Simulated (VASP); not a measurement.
TaCl3F:

```
CELL_PARAMETERS angstrom
3.42535 1.97763 2.89873
-3.42535 1.97763 2.89873
0.00000 -3.95525 2.89873
ATOMIC_POSITIONS crystal
Ta 0.53943 0.53943 0.53943
Cl 0.50693 0.99874 0.50693
Cl 0.50693 0.50693 0.99874
Cl 0.99874 0.50693 0.50693
F 0.01000 0.01000 0.01000
```

The cell was built from a structure type or drawn by symmetry, and may not be a known phase.

- Program: VASP 6.6.1
- Task: relaxation of cell and atoms
- Functional: PBE
- Potentials or basis: VASP PAW PBE potentials, release 64 (Ta_pv, Cl, F)
- Cutoff: 600 eV
- k mesh: 3 × 3 × 3
- Occupations: gaussian, width 0.15 eV
- Spin: no spin polarisation

At the start: pressure -1.7 GPa; volume 23.56 Å³/atom.

**Question.** Where does the relaxation end?

**Answer.** Over 12 steps the energy falls by 91.7 meV/atom and the volume is 21.55 Å³/atom (-8.5 %); space group R3m (No. 160, to 0.1 Å) before, Pm-3m (No. 221, to 0.1 Å).

Step by step:
```csv
step,energy change (eV),largest force (eV/Å),pressure (GPa),volume (Å³)
1,0.0000,1.8006,-1.74,117.82
2,-0.2969,0.9509,-2.75,113.50
3,-0.3643,0.8927,1.05,106.60
4,-0.4188,0.2885,-1.88,110.07
5,-0.4276,0.3094,-1.20,108.93
6,-0.4276,0.2789,-1.32,109.10
7,-0.4391,0.2151,1.29,105.32
8,-0.4425,0.2361,0.40,106.51
9,-0.4512,0.1503,0.27,106.71
10,-0.4536,0.2646,0.18,106.89
11,-0.4579,0.1243,-0.25,107.49
12,-0.4584,0.0623,-0.44,107.77
```

Final structure:
```
Ta Cl F
1.0
     3.36544    1.94304    2.74685
    -3.36544    1.94304    2.74685
     0.00000   -3.88608    2.74685
Ta Cl F
1 3 1
Direct
  0.51417 0.51417 0.51417
  0.51184 0.01336 0.51184
  0.51184 0.51184 0.01336
  0.01336 0.51184 0.51184
  0.01083 0.01083 0.01083
```

Caveat: the k points lie up to 0.44 Å⁻¹ apart in the final cell, too coarse for converged energies and pressures of a metal; an odd number of electrons without spin polarisation forces a metal; a magnetic or distorted state may lie lower; the relaxation stopped at a loose force limit of 0.08 eV/Å, so its end isn't a converged minimum.
